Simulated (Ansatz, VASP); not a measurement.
# Cu: VASP beside Ansatz

```
Cu
1.0
     0.00000    1.83461    1.75327
     1.83461    0.00000    1.75327
     1.83461    1.83461    0.00000
Cu
1
Direct
  0.00000 0.00000 0.00000
```

Change from the starting cell: strain +0.015 along x and y, -0.030 along z, atoms carried along.

Alike in both runs: task single point; functional PBE; k mesh 22 × 22 × 22; occupations gaussian, width 0.15 eV; no spin polarisation.

|  | VASP | Ansatz |
| --- | --- | --- |
| version | VASP 6.6.1 | Ansatz 0.2.0 |
| potentials or method | VASP PAW PBE potentials, release 64 (Cu), cutoff 520 eV | scalar-relativistic, plane waves, PAW |
| valence electrons in the cell | 11 | 19 |

```csv
,VASP,Ansatz,Ansatz less VASP
gap on the k mesh at the Fermi level (eV),none,none,-
pressure (GPa),2.5,1.9,-0.53
"traceless stress, the component that is largest in VASP (GPa)",1.52,1.53,+0.008
```

A gap of «none» marks a metal or a gap that the smearing closes. VASP's potentials hold 11 valence electrons a cell and Ansatz's 19, so a difference there can come from the potentials and not from the codes.
